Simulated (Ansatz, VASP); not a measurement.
Given: the input of a run of VASP 6.6.1 on MgO.

The input INCAR:

```
SYSTEM = MgO
ALGO = Normal
EDIFF = 1E-6
EDIFFG = -0.01
ENCUT = 600
GGA = PS
IBRION = 2
ISIF = 3
ISMEAR = -1
LASPH = .TRUE.
LCHARG = .FALSE.
LREAL = .FALSE.
LWAVE = .FALSE.
NELM = 100
NSW = 60
PREC = Accurate
SIGMA = 0.05
```

Contents of KPOINTS:

```
k-points
0
G
  11 11 11
  0 0 0
```

Contents of POSCAR:

```
MgO
1.0
    0.0000000000      2.0970013927      2.0970013927
    2.0970013927      0.0000000000      2.0970013927
    2.0970013927      2.0970013927      0.0000000000
Mg O
1 1
Direct
    0.0000000000      0.0000000000      0.0000000000
    0.5000000000      0.5000000000      0.5000000000
```

Potentials or basis: VASP PAW PBE potentials, release 64 (Mg, O).

The run is started by

```bash
$ cat potpaw_PBE.64/Mg/POTCAR potpaw_PBE.64/O/POTCAR > POTCAR
$ mpirun -np 1 vasp_std > vasp.out
```

Translate it to Ansatz 0.2.0. Potentials there: Ansatz PAW.

As run (the cutoff follows the program's own potentials):

Contents of input.yaml:

```yaml
crystal:
  lattice:
    - [0.0, 2.0970013927, 2.0970013927]
    - [2.0970013927, 0.0, 2.0970013927]
    - [2.0970013927, 2.0970013927, 0.0]
  atoms:
    - { symbol: Mg, position: [0.0, 0.0, 0.0] }
    - { symbol: O, position: [0.5, 0.5, 0.5] }
hamiltonian:
  xc: pbesol
  pseudopotentials: { kind: paw }
kpoints:
  mp_grid: { grid: [11, 11, 11] }
scf:
  occupations: { method: fermi_dirac, width: 0.05 }
output:
  forces: true
  stress: true
  eigenvalues: true
relax:
  f_tol: 0.01
  max_steps: 40
  cell: { stress_tol: 0.05 }
```

Potentials or basis: Ansatz PAW.

The run is started by

```bash
$ ansatz run input.yaml --threads 1 --pin off --max-ram 3584MiB --backend cpu --events-out ev --progress --plain --runs-dir out
```

Both were run:

|  | VASP | Ansatz | Ansatz less VASP |
| --- | --- | --- | --- |
| gap on the k mesh at the Fermi level, each at its own relaxed structure (eV) | 4.66 | 4.62 | -0.043 |
| relaxed volume (Å³/atom) | 9.31 | 9.35 | +0.040 |
| relaxed cell length with the largest relative difference (Å) | 2.976 | 2.980 | +0.0043 |

VASP's potentials were made for PBE, not for PBEsol. VASP's potentials hold 8 valence electrons a cell and Ansatz's 16, so a difference there can come from the potentials and not from the codes.

Noted on Ansatz's run: odd divisions of the mesh miss points on the zone boundary, where band edges often lie, so the gap on the mesh can be too wide; the plane-wave basis is chosen anew once the cell has moved, so the energies of steps on either side of that aren't comparable.
